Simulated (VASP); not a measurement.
# Ca (Fm-3m) in VASP: a series of runs

Runs on Ca. Level: LDA. Tasks: single point, relaxation of cell and atoms.

Everything below comes from runs of VASP 6.6.1. Logs are shortened: lines on timing, memory, paths and dates and some standing lists are left out, and cuts for length are marked.

### Step 1. The cell of the first run

Symmetry: Fm-3m, No. 225, cubic system. The conventional cell has a = 5.341 Å, b = 5.341 Å, c = 5.341 Å, α = 90.00°, β = 90.00°, γ = 90.00°. Within 5.0 Å of Ca (site symmetry m-3m) lie 12 Ca at 3.78 Å.

### Step 2. Single point, LDA

INCAR reads:

```
SYSTEM = Ca
  PREC = Accurate
  ENCUT = 520
  EDIFF = 1E-6
  ISMEAR = 0
  SIGMA = 0.02
  LREAL = .False.
  LASPH = .True.
  NELM = 60
  ALGO = Normal
  ISIF = 2
  LWAVE = .False.
  LCHARG = .False.
  GGA = CA
  NBANDS = 11
```

KPOINTS reads:

```
Automatic mesh
0
Gamma
  13 13 13
  0 0 0
```

POSCAR reads:

```
Ca
1.0
    0.0000000000      2.6703304836      2.6703304836
    2.6703304836      0.0000000000      2.6703304836
    2.6703304836      2.6703304836      0.0000000000
Ca
1
Direct
    0.0000000000      0.0000000000      0.0000000000
```

Potentials or basis: VASP PAW LDA potentials, release 64 (Ca_sv).

On the command line:

```console
> cat potpaw_LDA.64/Ca_sv/POTCAR > POTCAR
> mpirun -np 1 vasp_std > vasp.out
```

OUTCAR:

```text
SYSTEM = Ca
   PREC = Accurate
   ENCUT = 520
   EDIFF = 1E-6
   ISMEAR = 0
   LREAL = .False.
   LASPH = .True.
   NELM = 60
   ISIF = 2
   GGA = CA

 ion  position               nearest neighbor table
   1  0.000  0.000  0.000-

  LATTYP: Found a face centered cubic cell.
 ALAT       =     5.3406609672

  Lattice vectors:

 A1 = (   0.0000000000,   2.6703304836,   2.6703304836)
 A2 = (   2.6703304836,   0.0000000000,   2.6703304836)
 A3 = (   2.6703304836,   2.6703304836,   0.0000000000)

Analysis of symmetry for initial positions (statically):
=====================================================================
 Subroutine PRICEL returns:
 Original cell was already a primitive cell.

 Routine SETGRP: Setting up the symmetry group for a
 face centered cubic supercell.

 Subroutine GETGRP returns: Found 48 space group operations
 (whereof 48 operations were pure point group operations)
 out of a pool of 48 trial point group operations.

The static configuration has the point symmetry O_h .

Analysis of symmetry for dynamics (positions and initial velocities):
=====================================================================
 Subroutine PRICEL returns:
 Original cell was already a primitive cell.

 Routine SETGRP: Setting up the symmetry group for a
 face centered cubic supercell.

 Subroutine GETGRP returns: Found 48 space group operations
 (whereof 48 operations were pure point group operations)
 out of a pool of 48 trial point group operations.

The dynamic configuration has the point symmetry O_h .

 Subroutine INISYM returns: Found 48 space group operations
 (whereof 48 operations are pure point group operations),
 and found     1 'primitive' translations

----------------------------------------------------------------------------------------

                                     Primitive cell

  volume of cell :      38.0825

  direct lattice vectors                    reciprocal lattice vectors
     0.000000000  2.670330484  2.670330484    -0.187242741  0.187242741  0.187242741
     2.670330484  0.000000000  2.670330484     0.187242741 -0.187242741  0.187242741
     2.670330484  2.670330484  0.000000000     0.187242741  0.187242741 -0.187242741

  length of vectors
     3.776417586  3.776417586  3.776417586     0.324313941  0.324313941  0.324313941

  position of ions in fractional coordinates (direct lattice)
     0.000000000  0.000000000  0.000000000

  ion indices of the primitive-cell ions
   primitive index   ion index
                 1           1

[... 73 lines left out ...]
   EDIFFG = 0.1E-04   stopping-criterion for IOM
   NSW    =      0    number of steps for IOM
   IBRION =     -1    ionic relax: 0-MD 1-quasi-New 2-CG
   NFREE  =      0    steps in history (QN), initial steepest desc. (CG)
   ISIF   =      2    stress and relaxation
   ISYM   =      2    0-nonsym 1-usesym 2-fastsym
   POTIM  = 0.5000    time-step for ionic-motion
   TEBEG  =    0.0;   TEEND  =   0.0 temperature during run
   PSTRESS=    0.0 pullay stress
   NELECT =      10.0000    total number of electrons
   NUPDOWN=      -1.0000    fix difference up-down
   EMIN   =  10.00;   EMAX   =-10.00  energy-range for DOS
   EFERMI =   0.00;   METHOD = LEGACY
   ISMEAR =     0;   SIGMA  =   0.02  broadening in eV -4-tet -1-fermi 0-gaus
   EFERMI_NEDOS =   21; number of points for ismear=-14 and -15
   IALGO  =     38    algorithm
   IMIX   =      4    mixing-type and parameters
     AMIX     =   0.40;   BMIX     =  1.00
     AMIX_MAG =   1.60;   BMIX_MAG =  1.00
  volume/ion in A,a.u.               =      38.08       256.99
  Fermi-wavevector in a.u.,A,eV,Ry     =   1.048334  1.981065 14.952870  1.099005
  Thomas-Fermi vector in A             =   2.183252
   LORBIT       =      0    0 simple, 1 ext, 2 COOP (PROOUT), +10 PAW based schemes
   GGA     = CA    functional components
   LHFCALC =     F    Hartree Fock is set to
   AEXX    =    0.0000 exact exchange contribution
   IVDW    =     0    specifies the selected vdW correction
   LEPSILON=     F    determine dielectric tensor
   LRPA    =     F    only Hartree local field effects (RPA)
 non-spin polarized calculation
 Gauss-broadening in eV      SIGMA  =   0.02
  energy-cutoff  :      520.00
  volume of cell :       38.08
 maximum number of plane-waves:      1040
   NGX = 13   NGY = 13   NGZ = 13

 number of electron      10.0000003 magnetization

 Free energy of the ion-electron system (eV)
  ---------------------------------------------------
  ext. energy  EPLUGINS =         0.00000000
  ---------------------------------------------------
  free energy    TOTEN  =        -2.20349445 eV

  energy without entropy =       -2.20290847  energy(sigma->0) =       -2.20320146

 E-fermi :   2.2178     XC(G=0):  -8.3035

 val. band max:        2.2135993207   @ k =  -0.3846   0.2308   0.0769
 cond. band min:       2.2331364537   @ k =  -0.3077   0.3846   0.1538
 fundamental gap:      0.0195371330
 Fermi energy:         2.2177810264

 k-point     1 :       0.0000    0.0000    0.0000
  band No.  band energies     occupation
      1     -39.1359      2.00000
      2     -20.3261      2.00000
      3     -20.3261      2.00000
      4     -20.3261      2.00000
      5      -1.9974      2.00000
      6       4.5438      0.00000
      7       4.5438      0.00000
      8       4.5438      0.00000
      9       5.7478      0.00000
     10       5.7478      0.00000
     11      11.8578      0.00000
[... 309 lines left out ...]
 k-point    24 :       0.4615    0.1538    0.0000
  band No.  band energies     occupation
      1     -39.1118      2.00000
      2     -20.5088      2.00000
      3     -20.3770      2.00000
      4     -20.3652      2.00000
      5       0.9165      2.00000
      6       2.5973      0.00000
      7       4.0443      0.00000
      8       4.7627      0.00000
      9       6.3705      0.00000
     10       6.5540      0.00000
     11       8.1248      0.00000

 [... further k-points ...]
[... 5 lines left out ...]
  --------------------------------------------------------------------------------------
  -------------------------------------------------------------------------------------
  Total       -0.0022751     -0.0022751     -0.0022751      0.0000000      0.0000000      0.0000000
  in kB       -0.0957152     -0.0957152     -0.0957152      0.0000000      0.0000000      0.0000000
  external PRESSURE =      -0.0957152 kB  Pullay stress =       0.0000000 kB

 VOLUME and BASIS-vectors are now :
 -----------------------------------------------------------------------------
  energy-cutoff  :      520.00
  volume of cell :       38.08
      direct lattice vectors                 reciprocal lattice vectors
     0.000000000  2.670330484  2.670330484    -0.187242741  0.187242741  0.187242741
     2.670330484  0.000000000  2.670330484     0.187242741 -0.187242741  0.187242741
     2.670330484  2.670330484  0.000000000     0.187242741  0.187242741 -0.187242741

 POSITION                                       TOTAL-FORCE (eV/Angst)
 -----------------------------------------------------------------------------------
      0.00000      0.00000      0.00000         0.000000      0.000000      0.000000
 -----------------------------------------------------------------------------------
    total drift:                               -0.000000     -0.000000     -0.000000

  FREE ENERGIE OF THE ION-ELECTRON SYSTEM (eV)
  ---------------------------------------------------
  free  energy   TOTEN  =        -2.2034944463 eV

  energy  without entropy=       -2.2029084722  energy(sigma->0) =       -2.20320146
```

OSZICAR:

```text
N       E                     dE             d eps       ncg     rms          rms(c)
DAV:   1     0.675749520280E+02    0.67575E+02   -0.50863E+03  1848   0.831E+02
DAV:   2    -0.774640876949E+00   -0.68350E+02   -0.67666E+02  2034   0.212E+02
DAV:   3    -0.216770716594E+01   -0.13931E+01   -0.13794E+01  2612   0.304E+01
DAV:   4    -0.222410089909E+01   -0.56394E-01   -0.56269E-01  2373   0.489E+00
DAV:   5    -0.222544001553E+01   -0.13391E-02   -0.13389E-02  2593   0.632E-01    0.222E+00
DAV:   6    -0.220935491953E+01    0.16085E-01   -0.14361E-02  2289   0.128E+00    0.135E+00
DAV:   7    -0.220397463426E+01    0.53803E-02   -0.18202E-02  2275   0.155E+00    0.102E-01
DAV:   8    -0.220349370025E+01    0.48093E-03   -0.20548E-03  2211   0.425E-01    0.222E-02
DAV:   9    -0.220349425576E+01   -0.55551E-06   -0.66038E-05  2256   0.711E-02    0.982E-03
DAV:  10    -0.220349444630E+01   -0.19054E-06   -0.69795E-06  2777   0.196E-02
   1 F= -.22034944E+01 E0= -.22032015E+01  d E =-.585974E-03
```

It took 9.8 s on 1 thread of Intel Xeon 6975P-C (Granite Rapids), shared host; peak memory 0.15 GiB.

Results:

```yaml
Free_energy: -2.2035 eV
Pressure: 0.0 GPa
Band_gap_on_the_k_mesh: zero (bands 5 and 6 overlap by 0.07 eV)
```

Levels at points of the mesh, in eV from the Fermi level:
| k point | band 1 | band 2 | band 3 | band 4 | band 5 | band 6 | band 7 | band 8 | band 9 | band 10 |
| --- | --- | --- | --- | --- | --- | --- | --- | --- | --- | --- |
| (0.00, 0.00, 0.00) | -41.35 | -22.54 | -22.54 | -22.54 | -4.22 | 2.33 | 2.33 | 2.33 | 3.53 | 3.53 |

### Step 3. Relaxation of cell and atoms, LDA

This run uses another cell than the first one, of 43.63 Å³/atom.

INCAR reads:

```
SYSTEM = Ca
ALGO     = Normal         ! electronic algorithm
EDIFF    = 1E-6           ! SCF threshold, eV
EDIFFG   = -0.02          ! ionic threshold
ENCUT    = 600            ! plane-wave cutoff, eV
GGA      = CA             ! functional
IBRION   = 2              ! ionic algorithm
ISIF     = 3              ! what is computed and relaxed
ISMEAR   = 0              ! smearing method
LASPH    = .TRUE.         ! aspherical terms in the spheres
LCHARG   = .FALSE.        ! write CHGCAR
LREAL    = .FALSE.        ! projectors in reciprocal space
LWAVE    = .FALSE.        ! write WAVECAR
NELM     = 100            ! most SCF steps
NSW      = 80             ! ionic steps
PREC     = Accurate       ! precision mode
SIGMA    = 0.02           ! smearing width, eV
```

KPOINTS reads:

```
k-points
0
G
  13 13 13
  0 0 0
```

POSCAR reads:

```
Ca
1.0
    0.0000000000      2.7942000000      2.7942000000
    2.7942000000      0.0000000000      2.7942000000
    2.7942000000      2.7942000000      0.0000000000
Ca
1
Direct
    0.0000000000      0.0000000000      0.0000000000
```

Potentials or basis: VASP PAW LDA potentials, release 64 (Ca_sv).

On the command line:

```console
> cat potpaw_LDA.64/Ca_sv/POTCAR > POTCAR
> mpirun -np 1 vasp_std > vasp.out
```

Run time: 30 s. Hardware: 1 thread of Intel Xeon 6975P-C (Granite Rapids), shared host; peak memory 0.19 GiB.

The run converged. Its results:

```
Free energy                           : -2.2039 eV
Relaxed volume                        : 38.16 Å³/atom
Relaxed cell                          : a = 3.779 Å, b = 3.779 Å, c = 3.779 Å, α = 60.00°, β = 60.00°, γ = 60.00°
Space group after relaxing (to 0.1 Å) : Fm-3m (No. 225)
Energy gained by relaxing             : 39.3 meV/atom
Ionic steps                           : 4
Pressure after relaxing               : 0.0 GPa
Band gap on the k mesh                : zero (bands 5 and 6 overlap by 0.07 eV)
```

The path:
```
step  energy change (eV)  largest force (eV/Å)  pressure (GPa)  volume (Å³)
   1              0.0000                0.0000           -2.13        43.63
   2             -0.0341                0.0000           -0.86        40.06
   3             -0.0392                0.0000           -0.10        38.37
   4             -0.0393                0.0000            0.00        38.16
```

Final structure:
```
Ca
1.0
     0.00000    2.67223    2.67223
     2.67223    0.00000    2.67223
     2.67223    2.67223    0.00000
Ca
1
Direct
  0.00000 0.00000 0.00000
```

Levels at points of the mesh, in eV from the Fermi level:
| k point | band 2 | band 3 | band 4 | band 5 | band 6 | band 7 | band 8 | band 9 |
| --- | --- | --- | --- | --- | --- | --- | --- | --- |
| (0.00, 0.00, 0.00) | -22.55 | -22.55 | -22.55 | -4.21 | 2.32 | 2.32 | 2.32 | 3.52 |
